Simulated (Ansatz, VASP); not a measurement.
Two plane-wave programs on C

```xyz
2
Lattice="1.2449 0.7187 3.2572 -1.2449 0.7187 3.2572 0.0000 -1.4374 3.2572" Properties=species:S:1:pos:R:3 pbc="T T T"
C     0.0000    0.0000    1.6025
C     0.0000    0.0000    8.1689
```

Alike in both runs: task single point; functional PBEsol; k mesh 15 × 15 × 15; occupations gaussian, width 0.05 eV; no spin polarisation.

```csv
,VASP,Ansatz
version,VASP 6.6.1,Ansatz 0.2.0
potentials or method,"VASP PAW PBE potentials, release 64 (C), cutoff 520 eV","scalar-relativistic, plane waves, PAW"
valence electrons in the cell,8,8
```

Ansatz gave:

| Property | Result |
| --- | --- |
| gap on the k mesh at the Fermi level (eV) | 0.90 |
| least direct gap on the mesh (eV) | 0.90 |
| pressure (GPa) | -9.7 |
| traceless stress, the component that is largest in VASP (GPa) | 11.54 |
| rms of the force components (eV/Å) | 0.481 |

Problem. Which values does VASP return?

Solution. gap on the k mesh at the Fermi level (eV): 0.90; least direct gap on the mesh (eV): 0.90; pressure (GPa): -9.1; traceless stress, the component that is largest in VASP (GPa): 10.83; rms of the force components (eV/Å): 0.478.

VASP's potentials were made for PBE, not for PBEsol. Atom by atom the forces differ by 0.003 eV/Å (rms over components).
